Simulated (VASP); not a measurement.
Input of a VASP 6.6.1 run:

Contents of INCAR:

```
SYSTEM = ZnS
PREC     = Accurate       ! precision mode
ENCUT    = 520            ! plane-wave cutoff, eV
EDIFF    = 1E-7           ! SCF threshold, eV
ISMEAR   = -1             ! smearing method
SIGMA    = 0.06           ! smearing width, eV
LREAL    = .FALSE.        ! projectors in reciprocal space
LASPH    = .TRUE.         ! aspherical terms in the spheres
NELM     = 60             ! most SCF steps
ALGO     = Normal         ! electronic algorithm
ISIF     = 2              ! what is computed and relaxed
LWAVE    = .FALSE.        ! write WAVECAR
LCHARG   = .FALSE.        ! write CHGCAR
GGA      = PE             ! functional
NBANDS   = 16             ! bands
```

Contents of KPOINTS:

```
Automatic mesh
0
G
  4 4 4
  0 0 0
```

Contents of POSCAR:

```
ZnS
1.0
    0.0000000000      2.7020000000      2.7020000000
    2.7020000000      0.0000000000      2.7020000000
    2.7020000000      2.7020000000      0.0000000000
Zn S
1 1
Direct
    0.7500000000      0.7500000000      0.7500000000
    0.0000000000      0.0000000000      0.0000000000
```

Potentials or basis: VASP PAW PBE potentials, release 64 (Zn, S).

Run with:

```bash
$ cat potpaw_PBE.64/Zn/POTCAR potpaw_PBE.64/S/POTCAR > POTCAR
$ mpirun -np 1 vasp_std > vasp.out
```

(1) Estimate the band gap on the k mesh.

(2) Predict the pressure.

## Answers

(1) 2.10 eV, direct.

(2) 2.1 GPa.

Caveat: the k points lie up to 0.50 Å⁻¹ apart.
